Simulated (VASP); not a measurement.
Input of a VASP 6.6.1 run:

File INCAR:

```
PREC = Accurate ; ENCUT = 520
EDIFF = 1E-6 ; ISMEAR = 0
SIGMA = 0.15 ; LREAL = False
LASPH = True ; NELM = 60
ALGO = Fast ; ISIF = 2
LWAVE = False ; LCHARG = False
GGA = PS ; NBANDS = 18
```

Contents of KPOINTS:

```
regular mesh
0
Gamma
  18 18 10
```

Contents of POSCAR:

```
Au
1.0
    2.8999984104      0.0000000000      0.0000000000
   -1.4499992052      2.5114722944      0.0000000000
    0.0000000000      0.0000000000      4.7580000000
Au
2
Direct
    0.3333333333      0.6666666667      0.7500000000
    0.6666666667      0.3333333333      0.2500000000
```

Potentials or basis: VASP PAW PBE potentials, release 64 (Au).

The run is started by

```sh
$ cat potpaw_PBE.64/Au/POTCAR > POTCAR
$ mpirun -np 1 vasp_std > vasp.out
```

**Question.** Predict the band gap on the k mesh.

**Answer.** Zero (band 11 reaches 13.15 eV, above the bottom of band 12 at 6.39 eV).

**Question.** Estimate the pressure.

**Answer.** -3.0 GPa.

Stress tensor (GPa, compression positive):
```
-3.55  0.00  0.00
 0.00 -3.55  0.00
 0.00  0.00 -1.94
```

Caveat: the cell differs from its parent crystal (strain +0.000 along x and y, -0.025 along z); the PAW data sets were made with another functional, which shifts forces and pressure a little; spin-orbit coupling is left out, which moves the levels of the heavy elements.
